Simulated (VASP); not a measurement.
# ZnSe (Stilleite) (F-43m) in VASP: a series of runs, part 2 of 2

VASP 6.6.1. The steps go on from the part before.

## (6) Single point, PBEsol

This run uses another cell than the first one, of 17.29 Å³/atom, 0.760 times its volume.

INCAR reads:

```
SYSTEM = ZnSe
  ALGO = Normal
  EDIFF = 1E-6
  ENCUT = 520
  GGA = PS
  ISIF = 2
  ISMEAR = -1
  LASPH = .TRUE.
  LCHARG = .TRUE.
  LELF = .TRUE.
  LREAL = .FALSE.
  LVHAR = .TRUE.
  LWAVE = .FALSE.
  NBANDS = 16
  NELM = 80
  PREC = Accurate
  SIGMA = 0.05
```

KPOINTS reads:

```
k-points
0
G
  8 8 8
  0 0 0
```

POSCAR reads:

```
ZnSe
1.0
    0.0000000000      2.5856541560      2.5856541560
    2.5856541560      0.0000000000      2.5856541560
    2.5856541560      2.5856541560      0.0000000000
Se Zn
1 1
Direct
    0.7500000000      0.7500000000      0.7500000000
    0.0000000000      0.0000000000      0.0000000000
```

Potentials or basis: VASP PAW PBE potentials, release 64 (Se, Zn).

The run is started by

```console
cat potpaw_PBE.64/Se/POTCAR potpaw_PBE.64/Zn/POTCAR > POTCAR
mpirun -np 1 vasp_std > vasp.out
```

OUTCAR:

```text
SYSTEM = ZnSe
   EDIFF = 1E-6
   ENCUT = 520
   GGA = PS
   ISIF = 2
   ISMEAR = -1
   LASPH = .TRUE.
   LREAL = .FALSE.
   NELM = 80
   PREC = Accurate

 ion  position               nearest neighbor table
   1  0.750  0.750  0.750-   2 2.24   2 2.24   2 2.24   2 2.24
   2  0.000  0.000  0.000-   1 2.24   1 2.24   1 2.24   1 2.24

  LATTYP: Found a face centered cubic cell.
 ALAT       =     5.1713083120

  Lattice vectors:

 A1 = (   0.0000000000,   2.5856541560,   2.5856541560)
 A2 = (   2.5856541560,   0.0000000000,   2.5856541560)
 A3 = (   2.5856541560,   2.5856541560,   0.0000000000)

Analysis of symmetry for initial positions (statically):
=====================================================================
 Subroutine PRICEL returns:
 Original cell was already a primitive cell.

 Routine SETGRP: Setting up the symmetry group for a
 face centered cubic supercell.

 Subroutine GETGRP returns: Found 24 space group operations
 (whereof 24 operations were pure point group operations)
 out of a pool of 48 trial point group operations.

The static configuration has the point symmetry T_d .

Analysis of symmetry for dynamics (positions and initial velocities):
=====================================================================
 Subroutine PRICEL returns:
 Original cell was already a primitive cell.

 Routine SETGRP: Setting up the symmetry group for a
 face centered cubic supercell.

 Subroutine GETGRP returns: Found 24 space group operations
 (whereof 24 operations were pure point group operations)
 out of a pool of 48 trial point group operations.

The dynamic configuration has the point symmetry T_d .

 Subroutine INISYM returns: Found 24 space group operations
 (whereof 24 operations are pure point group operations),
 and found     1 'primitive' translations

----------------------------------------------------------------------------------------

                                     Primitive cell
[... 108 lines left out ...]
   IALGO  =     38    algorithm
   IMIX   =      4    mixing-type and parameters
     AMIX     =   0.40;   BMIX     =  1.00
     AMIX_MAG =   1.60;   BMIX_MAG =  1.00
  volume/ion in A,a.u.               =      17.29       116.66
  Fermi-wavevector in a.u.,A,eV,Ry     =   1.316998  2.488766 23.599097  1.734485
  Thomas-Fermi vector in A             =   2.447071
   LORBIT       =      0    0 simple, 1 ext, 2 COOP (PROOUT), +10 PAW based schemes
   GGA     = PS    functional components
   LHFCALC =     F    Hartree Fock is set to
   AEXX    =    0.0000 exact exchange contribution
   IVDW    =     0    specifies the selected vdW correction
   LEPSILON=     F    determine dielectric tensor
   LRPA    =     F    only Hartree local field effects (RPA)
 non-spin polarized calculation
  energy-cutoff  :      520.00
  volume of cell :       34.57
 maximum number of plane-waves:       950
   NGX = 13   NGY = 13   NGZ = 13

 number of electron      17.9999988 magnetization

 Free energy of the ion-electron system (eV)
  ---------------------------------------------------
  ext. energy  EPLUGINS =         0.00000000
  ---------------------------------------------------
  free energy    TOTEN  =        -5.99752354 eV

  energy without entropy =       -5.99752354  energy(sigma->0) =       -5.99752354

 E-fermi :   5.2497     XC(G=0): -10.8335

 val. band max:        4.2808759381   @ k =   0.0000   0.0000   0.0000
 cond. band min:       6.3505395742   @ k =   0.5000   0.5000   0.0000
 fundamental gap:      2.0696636361
 Fermi energy:         5.2497413325

 k-point     1 :       0.0000    0.0000    0.0000
  band No.  band energies     occupation
      1     -11.2128      2.00000
      2      -3.7221      2.00000
      3      -3.7221      2.00000
      4      -3.7221      2.00000
      5      -3.0538      2.00000
      6      -3.0538      2.00000
[... 433 lines left out ...]
      3      -3.4982      2.00000
      4      -3.1999      2.00000
      5      -3.0499      2.00000
      6      -2.7144      2.00000
[... 8 lines left out ...]
     15      17.7528      0.00000
     16      19.1658      0.00000

 [... further k-points ...]

------------------------ aborting loop because EDIFF is reached ----------------------------------------

  FORCE on cell =-STRESS in cart. coord.  units (eV):
  Direction    XX          YY          ZZ          XY          YZ          ZX
  --------------------------------------------------------------------------------------
  -------------------------------------------------------------------------------------
  Total        6.6109945      6.6109945      6.6109945     -0.0000000      0.0000000      0.0000000
  in kB      306.3628337    306.3628337    306.3628337     -0.0000000      0.0000000      0.0000000
  external PRESSURE =     306.3628337 kB  Pullay stress =       0.0000000 kB

 VOLUME and BASIS-vectors are now :
 -----------------------------------------------------------------------------
  energy-cutoff  :      520.00
  volume of cell :       34.57
      direct lattice vectors                 reciprocal lattice vectors
     0.000000000  2.585654156  2.585654156    -0.193374663  0.193374663  0.193374663
     2.585654156  0.000000000  2.585654156     0.193374663 -0.193374663  0.193374663
     2.585654156  2.585654156  0.000000000     0.193374663  0.193374663 -0.193374663

 POSITION                                       TOTAL-FORCE (eV/Angst)
 -----------------------------------------------------------------------------------
      3.87848      3.87848      3.87848        -0.000000     -0.000000      0.000000
      0.00000      0.00000      0.00000         0.000000      0.000000     -0.000000
 -----------------------------------------------------------------------------------
    total drift:                               -0.000002     -0.000002     -0.000003

  FREE ENERGIE OF THE ION-ELECTRON SYSTEM (eV)
  ---------------------------------------------------
  free  energy   TOTEN  =        -5.9975235352 eV

  energy  without entropy=       -5.9975235351  energy(sigma->0) =       -5.99752354
```

stdout:

```text
POSCAR found type information on POSCAR SeZn
 POSCAR found :  2 types and       2 ions
 scaLAPACK will be used
 -----------------------------------------------------------------------------
|                                                                             |
|                                                                             |
|     You enforced a specific xc type in the INCAR file but a different       |
|     I HOPE YOU KNOW WHAT YOU ARE DOING!                                     |
|                                                                             |
 -----------------------------------------------------------------------------

 LDA part: xc-table for (Slater+PW92), standard interpolation
 POSCAR, INCAR and KPOINTS ok, starting setup
 FFT: planning ... GRIDC
 FFT: planning ... GRID_SOFT
 FFT: planning ... GRID
 WAVECAR not read
 entering main loop
```

Run time: 16 s. Hardware: 1 thread of Intel Xeon 6975P-C, shared host; peak memory 0.16 GiB.

Results:

| Item | Value |
| --- | --- |
| Free energy | -5.9975 eV |
| Pressure | 30.6 GPa |
| Band gap on the k mesh | 2.07 eV, indirect (least direct gap 2.37 eV) |

Levels at points of the mesh, in eV from the valence-band top:
```csv
k point,band 7,band 8,band 9,band 10,band 11,band 12
"(0.00, 0.00, 0.00)",0.00,0.00,0.00,2.37,5.50,5.50
"(0.50, 0.00, 0.00)",-7.02,-1.37,-1.37,2.89,6.10,6.10
"(0.50, 0.50, 0.00)",-6.11,-3.40,-3.40,2.07,3.07,12.99
```

Caveat: the PAW data sets were made with another functional, which shifts forces and pressure a little. As with any semilocal functional, this PBEsol gap is likely too small.

## (7) The runs side by side

| task | cell | cutoff (eV) | gap on the mesh (eV) | pressure (GPa) |
| --- | --- | --- | --- | --- |
| relaxation of cell and atoms | relaxed from a = 4.008 Å, angles 60.0°, 2 atoms | 600 | 1.23 | 0.0 |
| relaxation of cell and atoms | relaxed to 2 GPa from a = 4.008 Å, angles 60.0°, 2 atoms | 600 | 1.35 | 2.0 |
| relaxation of cell and atoms | relaxed to 5 GPa from a = 4.008 Å, angles 60.0°, 2 atoms | 600 | 1.50 | 5.0 |
| relaxation of cell and atoms | relaxed to 10 GPa from a = 4.008 Å, angles 60.0°, 2 atoms | 600 | 1.73 | 10.1 |
| single point | a = 3.657 Å, angles 60.0°, 2 atoms | 520 | 2.07 | 30.6 |

Alike in all rows: level PBEsol; potentials or basis VASP PAW PBE potentials, release 64 (Se, Zn); no spin polarisation; k mesh 8 × 8 × 8; smearing fermi-dirac 0.05 eV.

Caveats: the PAW data sets were made with another functional, which shifts forces and pressure a little; the cell is relaxed towards a set pressure, so the enthalpy falls and the energy may rise (some runs).

Absolute energies hang on the potentials; compare differences alone.
